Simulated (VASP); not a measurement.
The system is Ca.

```
Ca
1.0
     6.38739    0.00000    0.00000
     0.00000    6.38739    0.00000
     0.00000    0.00000    6.38739
Ca
5
Direct
  0.25000 0.25000 0.25000
  0.25000 0.75000 0.75000
  0.75000 0.25000 0.75000
  0.75000 0.75000 0.25000
  0.50000 0.50000 0.50000
```

The cell was built from a structure type or drawn by symmetry, and may not be a known phase.

```yaml
Program: VASP 6.6.1
Task: relaxation of cell and atoms
Functional: PBE
Potentials_or_basis: VASP PAW PBE potentials, release 64 (Ca_sv)
Cutoff: 600 eV
k_mesh: 4 × 4 × 4
Occupations: gaussian, width 0.1 eV
Spin: no spin polarisation
```

At the start: pressure -0.0 GPa; volume 52.12 Å³/atom.

**Question.** How do energy, volume and symmetry change on relaxing?

**Answer.** Over 8 steps the energy falls by 497.9 meV/atom and the volume is 50.39 Å³/atom (-3.3 %); space group P-43m (No. 215, to 0.1 Å) before and after.

The path:
| step | energy change (eV) | largest force (eV/Å) | pressure (GPa) | volume (Å³) |
| --- | --- | --- | --- | --- |
| 1 | 0.0000 | 2.0113 | -0.04 | 260.60 |
| 2 | -0.7253 | 1.7220 | -0.34 | 260.11 |
| 3 | -2.2043 | 0.7768 | -0.62 | 258.67 |
| 4 | 0.2387 | 3.7959 | 2.84 | 255.79 |
| 5 | -2.4301 | 0.3633 | -0.46 | 258.18 |
| 6 | -2.4830 | 0.0508 | -0.21 | 257.78 |
| 7 | -2.4838 | 0.0131 | -0.25 | 257.84 |
| 8 | -2.4895 | 0.0250 | -0.06 | 251.94 |

Final structure:
```yaml
crystal:
  lattice:
    - [6.31582, 0.00000, 0.00000]
    - [0.00000, 6.31582, 0.00000]
    - [0.00000, 0.00000, 6.31582]
  atoms:
    - { symbol: Ca, position: [0.19980, 0.19980, 0.19980] }
    - { symbol: Ca, position: [0.19980, 0.80020, 0.80020] }
    - { symbol: Ca, position: [0.80020, 0.19980, 0.80020] }
    - { symbol: Ca, position: [0.80020, 0.80020, 0.19980] }
    - { symbol: Ca, position: [0.50000, 0.50000, 0.50000] }
```
